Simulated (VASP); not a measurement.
Runs of VASP 6.6.1 on Tl4Br. The structure is that of space group Im-3m (No. 229), or close to it. The cells are those of the table. The cell was generated, and may not be a known phase.

```csv
task,cell,k mesh,cutoff (eV),gap on the mesh (eV),pressure (GPa)
single point,"a = 6.399 Å, angles 109.5°, 5 atoms",8 × 8 × 8,520,none,0.0
relaxation of cell and atoms,"relaxed from a = 5.277 Å, angles 109.5°, 5 atoms",4 × 4 × 4,600,none,0.0
single point,"a = 6.378 Å, angles 109.5°, 5 atoms",4 × 4 × 4,520,none,0.1
single point,"a = 5.277 Å, angles 109.5°, 5 atoms",4 × 4 × 4,520,none,(a)
```

Alike in all rows: level PBE; potentials or basis VASP PAW PBE potentials, release 64 (Tl_d, Br); no spin polarisation; smearing gaussian 0.1 eV.

Q: Fill in the values left out.

A: (a) 39.9.

Caveats: some runs use coarse meshes; spin-orbit coupling is left out, which moves the levels of the heavy elements; an odd number of electrons without spin polarisation forces a metal; a magnetic or distorted state may lie lower.

A k mesh can miss the band edges, and the runs leave out spin-orbit coupling on Br, Tl.

A gap of «none» marks levels without a gap at the run's occupations.
